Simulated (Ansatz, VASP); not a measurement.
**Two plane-wave programs on SnSe2**

Contents of INCAR:

```
SYSTEM = SnSe2
ALGO = Normal
EDIFF = 1E-6
ENCUT = 520
GGA = PE
ISIF = 2
ISMEAR = 0
LASPH = .TRUE.
LCHARG = .FALSE.
LREAL = .FALSE.
LWAVE = .FALSE.
NBANDS = 20
NELM = 80
PREC = Accurate
SIGMA = 0.05
```

File KPOINTS:

```
k-points
0
G
  12 12 6
  0 0 0
```

POSCAR

```
SnSe2
1.0
    3.8109987816      0.0000000000      0.0000000000
   -1.9054993908      3.3004217586      0.0000000000
    0.0000000000      0.0000000000      6.3517950000
Sn Se
1 2
Direct
    0.0000000000      0.0000000000      0.0000000000
    0.3333333333      0.6666666667      0.2500000000
    0.6666666667      0.3333333333      0.7500000000
```

Input for Ansatz:

```yaml
crystal:
  lattice:
    - [3.8109987816, 0.0, 0.0]
    - [-1.9054993908, 3.3004217586, 0.0]
    - [0.0, 0.0, 6.351795]
  atoms:
    - { symbol: Sn, position: [0.0, 0.0, 0.0] }
    - { symbol: Se, position: [0.3333333333, 0.6666666667, 0.25] }
    - { symbol: Se, position: [0.6666666667, 0.3333333333, 0.75] }
basis:
  ecutwfc: 420
kpoints:
  mp_grid: { grid: [12, 12, 6] }
hamiltonian:
  xc: pbe
scf:
  occupations: { method: gaussian, width: 0.05 }
output:
  forces: true
  stress: true
  eigenvalues: true
```

Change from the starting cell: strain +0.0350 x Voigt [0, 0, 1, 0, 0, 0], atoms carried along.

Alike in both runs: task single point; functional PBE; k mesh 12 × 12 × 6; occupations gaussian, width 0.05 eV; no spin polarisation.

|  | VASP | Ansatz |
| --- | --- | --- |
| version | VASP 6.6.1 | Ansatz 0.2.0 |
| potentials or method | VASP PAW PBE potentials, release 64 (Sn_d, Se), cutoff 520 eV | scalar-relativistic, plane waves, PAW |
| valence electrons in the cell | 26 | 46 |

```csv
,VASP,Ansatz,Ansatz less VASP
gap on the k mesh at the Fermi level (eV),0.65,0.66,+0.003
least direct gap on the mesh (eV),1.17,1.18,+0.003
pressure (GPa),2.8,2.7,-0.07
"traceless stress, the component that is largest in VASP (GPa)",-0.39,-0.41,-0.011
rms of the force components (eV/Å),0.103,0.097,-0.0068
```

Atom by atom the forces differ by 0.007 eV/Å (rms over components). VASP's potentials hold 26 valence electrons a cell and Ansatz's 46, so a difference there can come from the potentials and not from the codes.
